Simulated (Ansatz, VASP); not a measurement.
## Ge in VASP and in Ansatz

Contents of INCAR:

```
PREC     = Accurate       # precision mode
ENCUT    = 520            # plane-wave cutoff, eV
EDIFF    = 1E-7           # SCF threshold, eV
ISMEAR   = 0              # smearing method
SIGMA    = 0.15           # smearing width, eV
LREAL    = False          # projectors in reciprocal space
LASPH    = True           # aspherical terms in the spheres
NELM     = 60             # most SCF steps
ALGO     = Normal         # electronic algorithm
ISIF     = 2              # what is computed and relaxed
LWAVE    = False          # write WAVECAR
LCHARG   = False          # write CHGCAR
GGA      = PE             # functional
NBANDS   = 21             # bands
```

KPOINTS

```
regular mesh
0
Gamma
  14 14 14
```

POSCAR

```
Ge
1.0
    0.0000000000      2.9136331000      2.8287700000
    2.9136331000      0.0000000000      2.8287700000
    2.9136331000      2.9136331000      0.0000000000
Ge
2
Direct
    0.5000000000      0.5000000000      0.5000000000
    0.7500000000      0.7500000000      0.7500000000
```

Input for Ansatz:

```yaml
crystal:
  lattice:
    - [0.0, 2.9136331, 2.82877]
    - [2.9136331, 0.0, 2.82877]
    - [2.9136331, 2.9136331, 0.0]
  atoms:
    - { symbol: Ge, position: [0.5, 0.5, 0.5] }
    - { symbol: Ge, position: [0.75, 0.75, 0.75] }
basis:
  ecutwfc: 420
kpoints:
  mp_grid: { grid: [14, 14, 14] }
hamiltonian:
  xc: pbe
scf:
  occupations: { method: gaussian, width: 0.15 }
output:
  forces: true
  stress: true
  eigenvalues: true
```

Change from the starting cell: strain +0.030 along x and y, +0.000 along z, atoms carried along.

Alike in both runs: task single point; functional PBE; k mesh 14 × 14 × 14; occupations gaussian, width 0.15 eV; no spin polarisation.

|  | VASP | Ansatz |
| --- | --- | --- |
| version | VASP 6.6.1 | Ansatz 0.2.0 |
| potentials or method | VASP PAW PBE potentials, release 64 (Ge_d), cutoff 520 eV | scalar-relativistic, plane waves, PAW |
| valence electrons in the cell | 28 | 28 |

```csv
,VASP,Ansatz,Ansatz less VASP
gap on the k mesh at the Fermi level (eV),none,none,-
pressure (GPa),-0.4,-0.3,+0.11
"traceless stress, the component that is largest in VASP (GPa)",1.24,1.24,-0.004
```

A gap of «none» marks a metal or a gap that the smearing closes. With one functional, cell and mesh, what is left measures potentials, basis and numerics.
